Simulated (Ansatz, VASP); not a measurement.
## Two plane-wave programs on Li2S

```
Li S
1.0
     0.00000    2.83371    2.83371
     2.83371    0.00000    2.83371
     2.83371    2.83371    0.00000
Li S
2 1
Direct
  0.25000 0.25000 0.25000
  0.75000 0.75000 0.75000
  0.00000 0.00000 0.00000
```

Alike in both runs: task single point; functional PBE; k mesh 8 × 8 × 8; no spin polarisation.

|  | VASP | Ansatz |
| --- | --- | --- |
| version | VASP 6.6.1 | Ansatz 0.2.0 |
| potentials or method | VASP PAW PBE potentials, release 64 (Li_sv, S), cutoff 750 eV | scalar-relativistic, plane waves, PAW |
| occupations | gaussian, width 0.01 eV | fixed |
| valence electrons in the cell | 12 | 12 |

VASP gave:

```
gap on the k mesh at the Fermi level (eV) : 3.38
least direct gap on the mesh (eV)         : 4.35
pressure (GPa)                            : 0.7
```

Problem. Estimate Ansatz's values.

Solution. gap on the k mesh at the Fermi level (eV): 3.38; least direct gap on the mesh (eV): 4.35; pressure (GPa): 0.9.
